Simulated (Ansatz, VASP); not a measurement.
## Ni: VASP beside Ansatz

```
Ni
1.0
     0.00000    1.77340    1.66807
     1.77340    0.00000    1.66807
     1.77340    1.77340    0.00000
Ni
1
Direct
  0.00000 0.00000 0.00000
```

Change from the starting cell: strain_z_fixed_volume = -0.04.

Alike in both runs: task single point; functional PBEsol; k mesh 13 × 13 × 13; occupations fermi-dirac, width 0.05 eV; collinear spin.

|  | VASP | Ansatz |
| --- | --- | --- |
| version | VASP 6.6.1 | Ansatz 0.2.0 |
| potentials or method | VASP PAW PBE potentials, release 64 (Ni), cutoff 520 eV | all-electron LAPW, scalar-relativistic |

|  | VASP | Ansatz | Ansatz less VASP |
| --- | --- | --- | --- |
| gap on the k mesh at the Fermi level (eV) | none | none | - |
| pressure (GPa) | -2.2 | -2.2 | +0.02 |
| traceless stress, the component that is largest in VASP (GPa) | 4.15 | 4.41 | +0.254 |
| net moment per atom (μB) | 0.62 | 0.62 | +0.005 |
| size of the moment on the site where the two differ most (μB) | 0.62 | 0.65 | +0.023 |

VASP's potentials were made for PBE, not for PBEsol. Site moments also hang on the region over which each program counts them. A gap of «none» marks a metal or a gap that the smearing closes. Ansatz ran all-electron here, and VASP with PAW potentials.
